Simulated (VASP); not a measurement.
# Hf in VASP: further runs, part 2 of 2

VASP 6.6.1.

## (5) Single point, r2SCAN (strain -0.080 along x and y, +0.000 along z)

POSCAR

```
Hf
1.0
    0.0000000000      2.0424000000      2.2200000000
    2.0424000000      0.0000000000      2.2200000000
    2.0424000000      2.0424000000      0.0000000000
Hf
1
Direct
    0.0000000000      0.0000000000      0.0000000000
```

INCAR.step1

```
SYSTEM = Hf
ALGO = Normal
EDIFF = 1E-4
ENCUT = 520
GGA = PE
ISMEAR = 0
LASPH = .True.
LCHARG = .False.
LREAL = .False.
LWAVE = .True.
NBANDS = 11
NELM = 60
PREC = Accurate
SIGMA = 0.15
```

INCAR.step2

```
SYSTEM = Hf
ALGO = Normal
EDIFF = 1E-6
ENCUT = 520
ISIF = 2
ISMEAR = 0
ISTART = 1
LASPH = .True.
LCHARG = .False.
LMIXTAU = .True.
LREAL = .False.
LWAVE = .False.
METAGGA = R2SCAN
NBANDS = 11
NELM = 60
PREC = Accurate
SIGMA = 0.15
```

KPOINTS

```
k-points
0
Gamma
  18 18 18
  0 0 0
```

Potentials or basis: VASP PAW PBE potentials, release 64 (Hf_pv).

Launch:

```bash
> cat potpaw_PBE.64/Hf_pv/POTCAR > POTCAR
> cp INCAR.step1 INCAR
> mpirun -np 1 vasp_std > vasp.out
> cp INCAR.step2 INCAR
> mpirun -np 1 vasp_std > vasp.out
```

OUTCAR:

```text
SYSTEM = Hf
   EDIFF = 1E-6
   ENCUT = 520
   ISIF = 2
   ISMEAR = 0
   ISTART = 1
   LASPH = .True.
   LREAL = .False.
   METAGGA = R2SCAN
   NELM = 60
   PREC = Accurate

 ion  position               nearest neighbor table
   1  0.000  0.000  0.000-

  LATTYP: Found a body centered tetragonal cell.
 ALAT       =     2.8883897798
 C/A-ratio  =     1.5371886548

  Lattice vectors:

 A1 = (  -2.0424000000,   0.0000000000,   2.2200000000)
 A2 = (   2.0424000000,   0.0000000000,   2.2200000000)
 A3 = (   0.0000000000,   2.0424000000,  -2.2200000000)

Analysis of symmetry for initial positions (statically):
=====================================================================
 Subroutine PRICEL returns:
 Original cell was already a primitive cell.

 Routine SETGRP: Setting up the symmetry group for a
 body centered tetragonal supercell.

 Subroutine GETGRP returns: Found 16 space group operations
 (whereof 16 operations were pure point group operations)
 out of a pool of 16 trial point group operations.

The static configuration has the point symmetry D_4h.

Analysis of symmetry for dynamics (positions and initial velocities):
=====================================================================
 Subroutine PRICEL returns:
 Original cell was already a primitive cell.

 Routine SETGRP: Setting up the symmetry group for a
 body centered tetragonal supercell.

 Subroutine GETGRP returns: Found 16 space group operations
 (whereof 16 operations were pure point group operations)
 out of a pool of 16 trial point group operations.

The dynamic configuration has the point symmetry D_4h.

 Subroutine INISYM returns: Found 16 space group operations
 (whereof 16 operations are pure point group operations),
 and found     1 'primitive' translations

----------------------------------------------------------------------------------------

                                     Primitive cell

[... 112 lines left out ...]
   LORBIT       =      0    0 simple, 1 ext, 2 COOP (PROOUT), +10 PAW based schemes
   METAGGA = R2SCAN    functional components
   LHFCALC =     F    Hartree Fock is set to
   AEXX    =    0.0000 exact exchange contribution
   IVDW    =     0    specifies the selected vdW correction
   LEPSILON=     F    determine dielectric tensor
   LRPA    =     F    only Hartree local field effects (RPA)
 non-spin polarized calculation
 Gauss-broadening in eV      SIGMA  =   0.15
  energy-cutoff  :      520.00
  volume of cell :       18.52
 maximum number of plane-waves:       517
   NGX = 11   NGY = 11   NGZ = 11

 number of electron      10.0000002 magnetization

 Free energy of the ion-electron system (eV)
  ---------------------------------------------------
  ext. energy  EPLUGINS =         0.00000000
  ---------------------------------------------------
  free energy    TOTEN  =       -44.78262691 eV

  energy without entropy =      -44.76859066  energy(sigma->0) =      -44.77560879

 E-fermi :   5.9964     XC(G=0): -13.1623

 val. band max:        5.9959900596   @ k =  -0.3333   0.4444   0.1667
 cond. band min:       6.0030572335   @ k =   0.4444   0.2222   0.0000
 fundamental gap:      0.0070671738
 Fermi energy:         5.9963621785

 k-point     1 :       0.0000    0.0000    0.0000
  band No.  band energies     occupation
      1     -24.4092      2.00000
      2     -24.3925      2.00000
      3     -24.3925      2.00000
      4      -2.1344      2.00000
      5       6.9272      0.00000
      6       8.1106      0.00000
      7       8.1106      0.00000
      8      10.3488      0.00000
      9      12.2594      0.00000
     10      18.5969      0.00000
     11      18.6245      0.00000
[... 309 lines left out ...]
 k-point    24 :      -0.2222    0.0556    0.0000
  band No.  band energies     occupation
      1     -25.2241      2.00000
      2     -24.5680      2.00000
      3     -24.4280      2.00000
      4       0.2304      2.00000
      5       5.9868      1.07191
      6       7.5466      0.00000
      7       8.8559      0.00000
      8      10.9286      0.00000
      9      11.4838      0.00000
     10      18.6246      0.00000
     11      19.2056      0.00000

 [... further k-points ...]

------------------------ aborting loop because EDIFF is reached ----------------------------------------

  FORCE on cell =-STRESS in cart. coord.  units (eV):
  Direction    XX          YY          ZZ          XY          YZ          ZX
  --------------------------------------------------------------------------------------
  -------------------------------------------------------------------------------------
  Total        3.1895496      3.1895496      2.6636846      0.0000000      0.0000000     -0.0000000
  in kB      275.9150351    275.9150351    230.4245856      0.0000000      0.0000000     -0.0000000
  external PRESSURE =     260.7515519 kB  Pullay stress =       0.0000000 kB

 VOLUME and BASIS-vectors are now :
 -----------------------------------------------------------------------------
  energy-cutoff  :      520.00
  volume of cell :       18.52
      direct lattice vectors                 reciprocal lattice vectors
     0.000000000  2.042400000  2.220000000    -0.244810027  0.244810027  0.225225225
     2.042400000  0.000000000  2.220000000     0.244810027 -0.244810027  0.225225225
     2.042400000  2.042400000  0.000000000     0.244810027  0.244810027 -0.225225225

 POSITION                                       TOTAL-FORCE (eV/Angst)
 -----------------------------------------------------------------------------------
      0.00000      0.00000      0.00000         0.000000      0.000000      0.000000
 -----------------------------------------------------------------------------------
    total drift:                               -0.000000     -0.000000     -0.000000

  FREE ENERGIE OF THE ION-ELECTRON SYSTEM (eV)
  ---------------------------------------------------
  free  energy   TOTEN  =       -44.7826269094 eV

  energy  without entropy=      -44.7685906613  energy(sigma->0) =      -44.77560879
```

OSZICAR.step1:

```text
N       E                     dE             d eps       ncg     rms          rms(c)
DAV:   1     0.137834392947E+02    0.13783E+02   -0.57522E+03 10704   0.861E+02
DAV:   2    -0.939271116814E+01   -0.23176E+02   -0.22373E+02 13047   0.159E+02
DAV:   3    -0.980571259533E+01   -0.41300E+00   -0.40995E+00 13181   0.147E+01
DAV:   4    -0.980685547478E+01   -0.11429E-02   -0.11427E-02 11977   0.924E-01
DAV:   5    -0.980685958659E+01   -0.41118E-05   -0.41117E-05 12898   0.500E-02    0.507E+01
DAV:   6    -0.962198475070E+01    0.18487E+00   -0.14750E-01 12420   0.292E+00    0.303E+01
DAV:   7    -0.955701512156E+01    0.64970E-01   -0.23849E-01 12300   0.360E+00    0.138E+00
DAV:   8    -0.955395015892E+01    0.30650E-02   -0.14997E-02 11975   0.894E-01    0.750E-02
DAV:   9    -0.955397175529E+01   -0.21596E-04   -0.18130E-04 10837   0.118E-01
   1 F= -.95539718E+01 E0= -.95466370E+01  d E =-.146696E-01
```

It took 3.6 min on 1 thread of AMD EPYC 9R45 (Zen 5), shared host; peak memory 0.2 GiB.

What came out:

| Item | Value |
| --- | --- |
| Free energy | -44.7826 eV |
| Pressure | 26.1 GPa |
| Band gap on the k mesh | zero (bands 5 and 6 overlap by 1.99 eV) |

Levels at points of the mesh, in eV from the Fermi level:
| k point | band 2 | band 3 | band 4 | band 5 | band 6 | band 7 | band 8 | band 9 |
| --- | --- | --- | --- | --- | --- | --- | --- | --- |
| (0.00, 0.00, 0.00) | -30.39 | -30.39 | -8.13 | 0.93 | 2.11 | 2.11 | 4.35 | 6.26 |
| (0.50, 0.00, 0.00) | -30.67 | -30.50 | -4.33 | 0.75 | 1.24 | 2.03 | 7.73 | 8.39 |
| (0.50, 0.50, 0.00) | -30.80 | -30.80 | -4.28 | -2.75 | 2.68 | 8.32 | 8.85 | 8.85 |
| (0.50, 0.00, 0.50) | -31.14 | -30.87 | -4.24 | -3.02 | 4.32 | 7.89 | 8.06 | 9.58 |

Caveat: the cell differs from its parent crystal (strain -0.080 along x and y, +0.000 along z); the cell stands under pressure; the PAW data sets were made with another functional, which shifts forces and pressure a little; spin-orbit coupling is left out, which moves the levels of the heavy elements.

## (6) The runs side by side

```csv
cell,gap on the mesh (eV),pressure (GPa)
"a = 3.265 Å, angles 60.0°, 1 atom",none,-8.8
"a = 3.391 Å, angles 60.0°, 1 atom",none,-16.1
"a = 2.952, b = 2.952, c = 2.888 Å, angles 60.7, 60.7, 58.6°, 1 atom",none,34.1
"a = 3.017, b = 3.017, c = 2.888 Å, angles 61.4, 61.4, 57.2°, 1 atom",none,26.1
```

Alike in all rows: task single point; level r2SCAN; potentials or basis VASP PAW PBE potentials, release 64 (Hf_pv); no spin polarisation; k mesh 18 × 18 × 18; cutoff (eV) 520; smearing gaussian 0.15 eV.

Caveats: the PAW data sets were made with another functional, which shifts forces and pressure a little; spin-orbit coupling is left out, which moves the levels of the heavy elements; the cell stands under tension (at least some runs); the cell stands under pressure (at least some runs).

Absolute energies hang on the potentials; compare differences alone.

The gap in the log of VASP goes by the Fermi energy; the results here count the filled bands.